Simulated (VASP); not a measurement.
SnO2:

```
Sn O
1.0
     4.77140    0.00000    0.00000
     0.00000    4.77140    0.00000
     0.00000    0.00000    3.21659
Sn O
2 4
Cartesian
  0.0000 0.0000 0.0000
  2.3857 2.3857 1.6083
  1.4613 1.4613 0.0000
  0.9244 3.8470 1.6083
  3.3101 3.3101 0.0000
  3.8470 0.9244 1.6083
```

Program: VASP 6.6.1. Alike in all runs: task band structure; cell as given; cutoff (eV) 520; smearing gaussian 0.03 eV.

Q: Order these runs on this cell by their pressure, lowest first.
A. level LDA; potentials or basis VASP PAW LDA potentials, release 64 (Sn_d, O); spin off; k mesh 6 × 6 × 8
B. level r2SCAN; potentials or basis VASP PAW PBE potentials, release 64 (Sn_d, O); spin off; k mesh 6 × 6 × 8
C. level PBE; potentials or basis VASP PAW PBE potentials, release 64 (Sn_d, O); spin SOC, no magnetisation; k mesh 4 × 4 × 6

A: A (-4.7 GPa), B (-1.0 GPa), C (6.2 GPa).

Caveats: the cell stands under pressure (at least some runs); the cell stands under tension (at least some runs); the PAW data sets were made with another functional, which shifts forces and pressure a little (at least some runs).
